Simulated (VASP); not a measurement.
# Cs (Im-3m) in VASP: further runs, part 2 of 2

VASP 6.6.1. Earlier steps stand in the parts before.

**5. Single point, PBE (strain +0.080 along x and y, +0.080 along z)**

INCAR reads:

```
  PREC = Accurate
  ENCUT = 520
  EDIFF = 1E-6
  ISMEAR = 0
  SIGMA = 0.15
  LREAL = False
  LASPH = True
  NELM = 80
  ALGO = Fast
  ISIF = 2
  LWAVE = False
  LCHARG = True
  GGA = PE
  LELF = True
  LVHAR = True
  NBANDS = 10
```

KPOINTS reads:

```
regular mesh
0
Gamma
  12 12 12
```

POSCAR reads:

```
Cs
1.0
   -3.2643000000      3.2643000000      3.2643000000
    3.2643000000     -3.2643000000      3.2643000000
    3.2643000000      3.2643000000     -3.2643000000
Cs
1
Direct
    0.0000000000      0.0000000000      0.0000000000
```

Potentials or basis: VASP PAW PBE potentials, release 64 (Cs_sv).

Command:

```bash
cat potpaw_PBE.64/Cs_sv/POTCAR > POTCAR
mpirun -np 1 vasp_std > vasp.out
```

OUTCAR:

```text
PREC = Accurate
   ENCUT = 520
   EDIFF = 1E-6
   ISMEAR = 0
   LREAL = False
   LASPH = True
   NELM = 80
   ISIF = 2
   GGA = PE

 ion  position               nearest neighbor table
   1  0.000  0.000  0.000-

  LATTYP: Found a body centered cubic cell.
 ALAT       =     6.5286000000

  Lattice vectors:

 A1 = (  -3.2643000000,   3.2643000000,   3.2643000000)
 A2 = (   3.2643000000,  -3.2643000000,   3.2643000000)
 A3 = (   3.2643000000,   3.2643000000,  -3.2643000000)

Analysis of symmetry for initial positions (statically):
=====================================================================
 Subroutine PRICEL returns:
 Original cell was already a primitive cell.

 Routine SETGRP: Setting up the symmetry group for a
 body centered cubic supercell.

 Subroutine GETGRP returns: Found 48 space group operations
 (whereof 48 operations were pure point group operations)
 out of a pool of 48 trial point group operations.

The static configuration has the point symmetry O_h .

Analysis of symmetry for dynamics (positions and initial velocities):
[... 164 lines left out ...]

 k-point     1 :       0.0000    0.0000    0.0000
  band No.  band energies     occupation
      1     -23.9574      2.00000
      2     -10.7201      2.00000
      3     -10.7201      2.00000
      4     -10.7201      2.00000
      5      -1.4645      2.00000
      6       2.3934      0.00000
      7       2.3934      0.00000
      8       2.3934      0.00000
      9       3.1258      0.00000
     10       3.1258      0.00000
[... 287 lines left out ...]
 k-point    24 :       0.4167    0.0833    0.0833
  band No.  band energies     occupation
      1     -23.9548      2.00000
      2     -10.7847      2.00000
      3     -10.7466      2.00000
      4     -10.7243      2.00000
      5       0.2575      0.02571
      6       0.7520      0.00000
      7       1.5101      0.00000
      8       2.8559      0.00000
      9       3.5067      0.00000
     10       3.6509      0.00000

 [... further k-points ...]

------------------------ aborting loop because EDIFF is reached ----------------------------------------

  FORCE on cell =-STRESS in cart. coord.  units (eV):
  Direction    XX          YY          ZZ          XY          YZ          ZX
  --------------------------------------------------------------------------------------
  -------------------------------------------------------------------------------------
  Total       -0.2202371     -0.2202371     -0.2202371      0.0000000     -0.0000000      0.0000000
  in kB       -2.5361259     -2.5361259     -2.5361259      0.0000000     -0.0000000      0.0000000
  external PRESSURE =      -2.5361259 kB  Pullay stress =       0.0000000 kB

 VOLUME and BASIS-vectors are now :
 -----------------------------------------------------------------------------
  energy-cutoff  :      520.00
  volume of cell :      139.13
      direct lattice vectors                 reciprocal lattice vectors
    -3.264300000  3.264300000  3.264300000     0.000000000  0.153172196  0.153172196
     3.264300000 -3.264300000  3.264300000     0.153172196  0.000000000  0.153172196
     3.264300000  3.264300000 -3.264300000     0.153172196  0.153172196  0.000000000

 POSITION                                       TOTAL-FORCE (eV/Angst)
 -----------------------------------------------------------------------------------
      0.00000      0.00000      0.00000         0.000000      0.000000     -0.000000
 -----------------------------------------------------------------------------------
    total drift:                                0.000000      0.000000      0.000000

  FREE ENERGIE OF THE ION-ELECTRON SYSTEM (eV)
  ---------------------------------------------------
  free  energy   TOTEN  =        -0.8375686184 eV

  energy  without entropy=       -0.8218180593  energy(sigma->0) =       -0.82969334
```

OSZICAR:

```text
N       E                     dE             d eps       ncg     rms          rms(c)
DAV:   1     0.560812159121E+02    0.56081E+02   -0.27558E+03  1440   0.606E+02
DAV:   2     0.498839880469E+01   -0.51093E+02   -0.50063E+02  1974   0.104E+02
DAV:   3    -0.740310881063E+00   -0.57287E+01   -0.57223E+01  1658   0.419E+01
DAV:   4    -0.833837996330E+00   -0.93527E-01   -0.93509E-01  1882   0.627E+00
DAV:   5    -0.834324837175E+00   -0.48684E-03   -0.48681E-03  1990   0.418E-01    0.134E-01
RMM:   6    -0.835767864166E+00   -0.14430E-02   -0.92805E-04  1535   0.153E-01    0.969E-02
RMM:   7    -0.837537096386E+00   -0.17692E-02   -0.46833E-03  1569   0.340E-01    0.308E-02
RMM:   8    -0.837561560556E+00   -0.24464E-04   -0.23814E-04  1893   0.972E-02    0.322E-03
RMM:   9    -0.837567689335E+00   -0.61288E-05   -0.47885E-05  2089   0.334E-02    0.176E-03
RMM:  10    -0.837568818059E+00   -0.11287E-05   -0.11040E-05  2088   0.144E-02    0.104E-03
RMM:  11    -0.837568618445E+00    0.19961E-06   -0.24240E-06  1747   0.687E-03
   1 F= -.83756862E+00 E0= -.82969334E+00  d E =-.157506E-01
```

stdout:

```text
POSCAR found type information on POSCAR Cs
 POSCAR found :  1 types and       1 ions
 scaLAPACK will be used
 LDA part: xc-table for (Slater+PW92), standard interpolation
 POSCAR, INCAR and KPOINTS ok, starting setup
 FFT: planning ... GRIDC
 FFT: planning ... GRID_SOFT
 FFT: planning ... GRID
 WAVECAR not read
 entering main loop
```

Run time: 2.2 min. Hardware: 1 thread of AMD EPYC 7R43 (Zen 3), shared host; peak memory 0.25 GiB.

What came out:

* Free energy: -0.8376 eV
* Pressure: -0.3 GPa

Levels at points of the mesh, in eV from the Fermi level:
```tsv
k point	band 1	band 2	band 3	band 4	band 5	band 6	band 7	band 8	band 9
(0.00, 0.00, 0.00)	-23.98	-10.74	-10.74	-10.74	-1.49	2.37	2.37	2.37	3.10
(0.50, 0.00, 0.00)	-23.98	-10.81	-10.77	-10.74	0.10	0.71	1.65	2.88	3.47
(0.50, 0.50, 0.50)	-23.97	-10.79	-10.79	-10.79	0.79	0.79	2.57	2.57	2.57
```

Caveat: the cell differs from its parent crystal (strain +0.080 along x and y, +0.080 along z); spin-orbit coupling is left out, which moves the levels of the heavy elements.

**6. The runs side by side**

```tsv
cell	gap on the mesh (eV)	pressure (GPa)
a = 4.816 Å, angles 109.5°, 1 atom	none	1.0
a = 5.026 Å, angles 109.5°, 1 atom	none	0.5
a = 5.445 Å, angles 109.5°, 1 atom	none	-0.1
a = 5.654 Å, angles 109.5°, 1 atom	none	-0.3
```

Alike in all rows: task single point; level PBE; potentials or basis VASP PAW PBE potentials, release 64 (Cs_sv); no spin polarisation; k mesh 12 × 12 × 12; cutoff (eV) 520; smearing gaussian 0.15 eV.

Caveats: spin-orbit coupling is left out, which moves the levels of the heavy elements.

Absolute energies hang on the potentials; compare differences alone.
